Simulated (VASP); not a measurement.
A run of VASP 6.6.1:

File INCAR:

```
SYSTEM = Si2Br3
PREC     = Accurate       ! precision mode
ENCUT    = 600            ! plane-wave cutoff, eV
EDIFF    = 1E-6           ! SCF threshold, eV
ISMEAR   = 0              ! smearing method
SIGMA    = 0.1            ! smearing width, eV
LREAL    = .FALSE.        ! projectors in reciprocal space
LASPH    = .TRUE.         ! aspherical terms in the spheres
NELM     = 80             ! most SCF steps
ALGO     = Normal         ! electronic algorithm
ISIF     = 3              ! what is computed and relaxed
LWAVE    = .FALSE.        ! write WAVECAR
LCHARG   = .FALSE.        ! write CHGCAR
GGA      = PE             ! functional
IBRION   = 2              ! ionic algorithm
NSW      = 90             ! ionic steps
EDIFFG   = -0.04          ! ionic threshold
```

File KPOINTS:

```
regular mesh
0
G
  4 4 2
  0 0 0
```

File POSCAR:

```
Si2Br3
1.0
    4.4512030500      0.0000000000      0.0000000000
    0.0000000000      4.4512030500      0.0000000000
    0.0000000000      0.0000000000      7.6705396900
Si Br
2 3
Direct
    0.0000000000      0.0000000000      0.5000000000
    0.5000000000      0.5000000000      0.5000000000
    0.0000000000      0.0000000000      0.0000000000
    0.0000000000      0.5000000000      0.0000000000
    0.5000000000      0.0000000000      0.0000000000
```

Potentials or basis: VASP PAW PBE potentials, release 64 (Si, Br).

Launch:

```console
$ cat potpaw_PBE.64/Si/POTCAR potpaw_PBE.64/Br/POTCAR > POTCAR
$ mpirun -np 1 vasp_std > vasp.out
```

Hardware: 1 thread of Intel Xeon 8259CL (shared host).

How long does it take, and how much memory?

Run time: 25 min on 1 thread of Intel Xeon 8259CL (shared host), peak memory 0.3 GiB. Counts: scf iterations 241, k points 12, ion steps 25.
